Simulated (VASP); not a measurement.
# TiSi16 (a cell with a defect) in VASP: a series of runs, part 3 of 3

VASP 6.6.1.

**4. Single point, PBEsol**

INCAR reads:

```
ALGO = Normal ; EDIFF = 1E-6
ENCUT = 520 ; GGA = PS
ISIF = 2 ; ISMEAR = -1
LASPH = T ; LCHARG = T
LELF = T ; LREAL = Auto
LVHAR = T ; LWAVE = F
NBANDS = 52 ; NELM = 60
PREC = Accurate ; SIGMA = 0.02
```

KPOINTS reads:

```
k-points
0
Gamma
  2 2 2
```

POSCAR reads:

```
TiSi16
1.0
    0.0000000000      5.4300000000      5.4300000000
    5.4300000000      0.0000000000      5.4300000000
    5.4300000000      5.4300000000      0.0000000000
Si Ti
16 1
Direct
   -0.0912615101     -0.1569337017      0.1310220994
    0.4244014733     -0.0666850829     -0.0627992634
    0.0729834254     -0.0067587477      0.2421546961
    0.0543738490     -0.0038397790      0.7348342541
   -0.0774033149      0.3891528545      0.1374769797
    0.0547237569      0.4909300184      0.2997697974
   -0.0129005525      0.3617403315      0.6830847145
    0.0965653775      0.5215745856      0.7960865562
    0.6729926335      0.1975230203     -0.3046685083
    0.5791436464      0.0354419890      0.1037661142
    0.4852025783     -0.1247605893      0.5967495396
    0.8086924494     -0.1435174954      0.6270349908
    0.4494383057      0.3650920810      0.1865837937
    0.5806353591      0.6318324125      0.1483149171
    0.4382136280      0.3344567219      0.5126519337
    0.6104051565      0.4800552486      0.7898342541
    0.3217127072      0.7560957643      0.4952302026
```

Potentials or basis: VASP PAW PBE potentials, release 64 (Si, Ti_sv).

The run is started by

```sh
$ cat potpaw_PBE.64/Si/POTCAR potpaw_PBE.64/Ti_sv/POTCAR > POTCAR
$ mpirun -np 1 vasp_std > vasp.out
```

OUTCAR:

```text
EDIFF = 1E-6
   ENCUT = 520
   GGA = PS
   ISIF = 2
   ISMEAR = -1
   LASPH = T
   LREAL = Auto
   NELM = 60
   PREC = Accurate

 ion  position               nearest neighbor table
   1  0.909  0.843  0.131-  10 2.26   6 2.27   4 2.49   3 2.68
   2  0.424  0.933  0.937-  14 2.20   3 2.55  11 2.64  10 2.67  12 2.71   9 2.79
   3  0.073  0.993  0.242-   5 2.49   2 2.55  12 2.64   1 2.68  17 2.73
   4  0.054  0.996  0.735-   7 2.44   1 2.49  17 2.61   9 2.64  11 2.71  12 3.14
   5  0.923  0.389  0.137-   8 2.21  14 2.33   3 2.49   6 2.50
   6  0.055  0.491  0.300-   1 2.27   7 2.45  13 2.48   5 2.50
   7  0.987  0.362  0.683-  16 2.37   8 2.41   4 2.44   6 2.45  15 2.96
   8  0.097  0.522  0.796-   5 2.21   7 2.41  17 2.56  12 2.65  15 2.71
   9  0.673  0.198  0.695-  15 2.34  16 2.38  12 2.51  10 2.58   4 2.64   2 2.79
  10  0.579  0.035  0.104-   1 2.26  13 2.50   9 2.58   2 2.67  14 2.94  16 3.09  11 3.14
  11  0.485  0.875  0.597-  17 2.42  16 2.52  12 2.54   2 2.64   4 2.71  15 3.11  10 3.14
  12  0.809  0.856  0.627-   9 2.51  11 2.54   3 2.64   8 2.65   2 2.71   4 3.14
  13  0.449  0.365  0.187-  15 2.36   6 2.48  16 2.50  10 2.50  14 2.54
  14  0.581  0.632  0.148-   2 2.20   5 2.33  13 2.54  15 2.70  17 2.70  10 2.94
  15  0.438  0.334  0.513-   9 2.34  13 2.36  14 2.70   8 2.71  17 2.84   7 2.96  11 3.11
  16  0.610  0.480  0.790-   7 2.37   9 2.38  13 2.50  11 2.52  10 3.09
  17  0.322  0.756  0.495-  11 2.42   8 2.56   4 2.61  14 2.70   3 2.73  15 2.84

  LATTYP: Found a face centered cubic cell.
 ALAT       =    10.8600000000

  Lattice vectors:

 A1 = (   0.0000000000,   5.4300000000,   5.4300000000)
 A2 = (   5.4300000000,   0.0000000000,   5.4300000000)
 A3 = (   5.4300000000,   5.4300000000,   0.0000000000)

Analysis of symmetry for initial positions (statically):
=====================================================================
 Subroutine PRICEL returns:
 Original cell was already a primitive cell.

 Routine SETGRP: Setting up the symmetry group for a
 face centered cubic supercell.

 Subroutine GETGRP returns: Found  1 space group operations
 (whereof  1 operations were pure point group operations)
 out of a pool of 48 trial point group operations.

The static configuration has the point symmetry C_1 .

Analysis of symmetry for dynamics (positions and initial velocities):
=====================================================================
 Subroutine PRICEL returns:
 Original cell was already a primitive cell.

 Routine SETGRP: Setting up the symmetry group for a
 face centered cubic supercell.

 Subroutine GETGRP returns: Found  1 space group operations
 (whereof  1 operations were pure point group operations)
 out of a pool of 48 trial point group operations.

The dynamic configuration has the point symmetry C_1 .

 Subroutine INISYM returns: Found  1 space group operations
 (whereof  1 operations are pure point group operations),
 and found     1 'primitive' translations

----------------------------------------------------------------------------------------

                                     Primitive cell

  volume of cell :     320.2060

  direct lattice vectors                    reciprocal lattice vectors
     0.000000000  5.430000000  5.430000000    -0.092081031  0.092081031  0.092081031
     5.430000000  0.000000000  5.430000000     0.092081031 -0.092081031  0.092081031
     5.430000000  5.430000000  0.000000000     0.092081031  0.092081031 -0.092081031

[... 77 lines left out ...]
  0.500000  0.000000  0.500000      1.000000
   k-points           NKPTS =      8   k-points in BZ     NKDIM =      8   number of bands    NBANDS=     52
   number of dos      NEDOS =    301   number of ions     NIONS =     17
   total plane-waves  NPLWV = 216000
   dimension x,y,z NGX =    60 NGY =   60 NGZ =   60
   dimension x,y,z NGXF=   120 NGYF=  120 NGZF=  120
   ions per type =              16   1
   NGX,Y,Z   is equivalent  to a cutoff of  12.99, 12.99, 12.99 a.u.
   NGXF,Y,Z  is equivalent  to a cutoff of  25.98, 25.98, 25.98 a.u.
 SYSTEM =  unknown system
   PREC   = accura    normal or accurate (medium, high low for compatibility)
   ISTART =      0    job   : 0-new  1-cont  2-samecut
   ICHARG =      2    charge: 1-file 2-atom 10-const
   ISPIN  =      1    spin polarized calculation?
   LNONCOLLINEAR =      F non collinear calculations
   LSORBIT =      F    spin-orbit coupling
   LASPH  =      T    aspherical Exc in radial PAW
   ENCUT  =  520.0 eV  38.22 Ry    6.18 a.u.  14.28 14.28 14.28*2*pi/ulx,y,z
   NELM   =     60;   NELMIN=  2; NELMDL= -5     # of ELM steps
   EDIFF  = 0.1E-05   stopping-criterion for ELM
   LREAL  =      T    real-space projection
   EDIFFG = 0.1E-04   stopping-criterion for IOM
   NSW    =      0    number of steps for IOM
   IBRION =     -1    ionic relax: 0-MD 1-quasi-New 2-CG
   NFREE  =      0    steps in history (QN), initial steepest desc. (CG)
   ISIF   =      2    stress and relaxation
   ISYM   =      2    0-nonsym 1-usesym 2-fastsym
   POTIM  = 0.5000    time-step for ionic-motion
   TEBEG  =    0.0;   TEEND  =   0.0 temperature during run
   PSTRESS=    0.0 pullay stress
   NELECT =      76.0000    total number of electrons
   NUPDOWN=      -1.0000    fix difference up-down
   EMIN   =  10.00;   EMAX   =-10.00  energy-range for DOS
   EFERMI =   0.00;   METHOD = LEGACY
   ISMEAR =    -1;   SIGMA  =   0.02  broadening in eV -4-tet -1-fermi 0-gaus
   EFERMI_NEDOS =   21; number of points for ismear=-14 and -15
   IALGO  =     38    algorithm
   IMIX   =      4    mixing-type and parameters
     AMIX     =   0.40;   BMIX     =  1.00
     AMIX_MAG =   1.60;   BMIX_MAG =  1.00
  volume/ion in A,a.u.               =      18.84       127.11
  Fermi-wavevector in a.u.,A,eV,Ry     =   1.013607  1.915439 13.978610  1.027399
  Thomas-Fermi vector in A             =   2.146786
   LORBIT       =      0    0 simple, 1 ext, 2 COOP (PROOUT), +10 PAW based schemes
   GGA     = PS    functional components
   LHFCALC =     F    Hartree Fock is set to
   AEXX    =    0.0000 exact exchange contribution
   IVDW    =     0    specifies the selected vdW correction
   LEPSILON=     F    determine dielectric tensor
   LRPA    =     F    only Hartree local field effects (RPA)
 non-spin polarized calculation
  energy-cutoff  :      520.00
  volume of cell :      320.21
 maximum number of plane-waves:      8646
 NGX is ok and might be reduce to    60
   NGX = 29   NGY = 29   NGZ = 29

 number of electron      76.0000001 magnetization

 Free energy of the ion-electron system (eV)
  ---------------------------------------------------
  ext. energy  EPLUGINS =         0.00000000
  ---------------------------------------------------
  free energy    TOTEN  =       -93.90384549 eV

  energy without entropy =      -93.88912901  energy(sigma->0) =      -93.89648725

 E-fermi :   6.5928     XC(G=0): -10.0320

 val. band max:        6.5788502227   @ k =   0.0000   0.0000   0.0000
 cond. band min:       6.6052190807   @ k =   0.0000   0.5000   0.5000
 fundamental gap:      0.0263688580
 Fermi energy:         6.5928395746

 k-point     1 :       0.0000    0.0000    0.0000
  band No.  band energies     occupation
      1     -50.1065      2.00000
      2     -26.5650      2.00000
      3     -26.4732      2.00000
      4     -26.4289      2.00000
      5      -5.7715      2.00000
      6      -3.3817      2.00000
[... 413 lines left out ...]
     49       9.2230      0.00000
     50       9.5803      0.00000
 [bands above 50 left out]

------------------------ aborting loop because EDIFF is reached ----------------------------------------

  FORCE on cell =-STRESS in cart. coord.  units (eV):
  Direction    XX          YY          ZZ          XY          YZ          ZX
  --------------------------------------------------------------------------------------
  -------------------------------------------------------------------------------------
  Total       -9.0089992     -8.5005659     -7.7748834     -2.1686857     -0.7706283     -0.7467714
  in kB      -45.0772741    -42.5332861    -38.9022737    -10.8511986     -3.8559025     -3.7365328
  external PRESSURE =     -42.1709446 kB  Pullay stress =       0.0000000 kB

 VOLUME and BASIS-vectors are now :
 -----------------------------------------------------------------------------
  energy-cutoff  :      520.00
  volume of cell :      320.21
      direct lattice vectors                 reciprocal lattice vectors
     0.000000000  5.430000000  5.430000000    -0.092081031  0.092081031  0.092081031
     5.430000000  0.000000000  5.430000000     0.092081031 -0.092081031  0.092081031
     5.430000000  5.430000000  0.000000000     0.092081031  0.092081031 -0.092081031

 POSITION                                       TOTAL-FORCE (eV/Angst)
 -----------------------------------------------------------------------------------
      5.28930      5.64590      9.51230         0.260351      0.311769      1.875235
     10.15690      7.39350      7.37240         0.382453     -1.966969      0.801018
      6.70820      1.71120      5.78960         0.064969     -0.398626     -0.407686
      9.39930      4.28540      5.70440        -0.133146      0.217251      0.104309
      2.85960      5.75620      7.12280         0.595865      1.900009     -1.002283
      4.29350      1.92490      2.96290        -0.638282      0.744114     -0.443371
[... 9 lines left out ...]
      6.89550      7.60330      5.92120         0.805191     -0.574888      0.385637
      6.79470      4.43600      5.85250        -0.575194     -0.510053     -0.148676
 -----------------------------------------------------------------------------------
    total drift:                               -0.006229     -0.002139      0.008558

  FREE ENERGIE OF THE ION-ELECTRON SYSTEM (eV)
  ---------------------------------------------------
  free  energy   TOTEN  =       -93.9038454919 eV

  energy  without entropy=      -93.8891290140  energy(sigma->0) =      -93.89648725
```

It took 5.3 min on 1 thread of AMD EPYC 9R45 (Zen 5), shared host; peak memory 0.46 GiB.

Results:

- Free energy: -93.9038 eV
- Pressure: -4.2 GPa
- Largest force: 2.384 eV/Å
- Band gap on the k mesh: zero (band 38 reaches 6.64 eV, above the bottom of band 39 at 6.58 eV)

Forces in eV/Å, atoms in the order of the input:
```
Si   0.260  0.312  1.875
Si   0.382 -1.967  0.801
Si   0.065 -0.399 -0.408
Si  -0.133  0.217  0.104
Si   0.596  1.900 -1.002
Si  -0.638  0.744 -0.443
Si  -0.671 -0.313  0.010
Si  -1.080 -1.518  1.488
Si  -0.644  0.673 -0.747
Si   1.030 -0.352 -0.844
Si   0.957  1.111  0.412
Si  -0.429  0.343  0.563
Si  -0.717 -1.038 -0.365
Si   0.047  1.657 -1.393
Si   0.744 -0.286 -0.288
Si   0.805 -0.575  0.386
Ti  -0.575 -0.510 -0.149
```

Stress tensor (GPa, compression positive):
```
-4.51 -1.09 -0.37
-1.09 -4.25 -0.39
-0.37 -0.39 -3.89
```

Caveat: the k points lie up to 0.50 Å⁻¹ apart; the PAW data sets were made with another functional, which shifts forces and pressure a little.
